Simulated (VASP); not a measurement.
Set up this calculation in VASP 6.6.1, as the native input.

```
Task                   : single point
Functional             : PBE
Potentials or basis    : VASP PAW PBE potentials, release 64 (Pd)
Cutoff                 : 520 eV
k mesh                 : 18 × 18 × 18
Occupations            : gaussian, width 0.1 eV
Spin                   : no spin polarisation
Dipole correction      : no
Further INCAR settings : ALGO = Fast; EDIFF = 1e-06; NBANDS = 11
```

The structure of Pd lies in POSCAR:

```
Pd
1.0
    0.0000000000      1.9710868336      1.9710868336
    1.9710868336      0.0000000000      1.9710868336
    1.9710868336      1.9710868336      0.0000000000
Pd
1
Direct
    0.0000000000      0.0000000000      0.0000000000
```

These files were run (other wordings do the same):

INCAR

```
ALGO = Fast ; EDIFF = 1E-6
ENCUT = 520 ; GGA = PE
ISIF = 2 ; ISMEAR = 0
LASPH = True ; LCHARG = False
LREAL = False ; LWAVE = False
NBANDS = 11 ; NELM = 60
PREC = Accurate ; SIGMA = 0.1
```

KPOINTS

```
k-points
0
Gamma
  18 18 18
```

Potentials or basis: VASP PAW PBE potentials, release 64 (Pd).

Run with:

```sh
$ cat potpaw_PBE.64/Pd/POTCAR > POTCAR
$ mpirun -np 1 vasp_std > vasp.out
```

It gave:

```yaml
Pressure: -0.2 GPa
Band_gap_on_the_k_mesh: zero (band 5 reaches 9.43 eV, above the bottom of band 6 at 7.94 eV)
```

It took 14 s on 1 thread of Intel(R) Xeon(R) 6975P-C (Granite Rapids), with other jobs on the host, peak memory 0.15 GiB.
